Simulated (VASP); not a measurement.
Here is a VASP 6.6.1 calculation.

The input INCAR:

```
SYSTEM = Ga
  PREC = Accurate
  ENCUT = 520
  EDIFF = 1E-6
  ISMEAR = -1
  SIGMA = 0.05
  LREAL = .False.
  LASPH = .True.
  NELM = 150
  ALGO = Normal
  ISIF = 2
  LWAVE = .False.
  LCHARG = .False.
  LNONCOLLINEAR = .True.
  MAGMOM = 0 0 0 0 0 0
  LORBIT = 11
  LSORBIT = .True.
  GGA_COMPAT = .False.
  LORBMOM = .True.
  GGA = PS
  NBANDS = 38
```

File KPOINTS:

```
Automatic mesh
0
Gamma
  10 10 8
  0 0 0
```

Contents of POSCAR:

```
Ga
1.0
    1.4500000000     -4.0650000000      0.0000000000
    1.4500000000      4.0650000000      0.0000000000
    0.0000000000      0.0000000000      3.1700000000
Ga
2
Direct
    0.1330000000      0.8670000000      0.7500000000
    0.8670000000      0.1330000000      0.2500000000
```

Potentials or basis: VASP PAW PBE potentials, release 64 (Ga_d).

Command:

```sh
$ cat potpaw_PBE.64/Ga_d/POTCAR > POTCAR
$ mpirun -np 1 vasp_ncl > vasp.out
```

(1) Estimate the net moment.

(2) What does it give for the pressure?

(3) Estimate the largest force.

## Answers

(1) 0.00 μB per cell.

(2) -2.1 GPa.

(3) 0.210 eV/Å.

Caveat: the PAW data sets were made with another functional, which shifts forces and pressure a little.
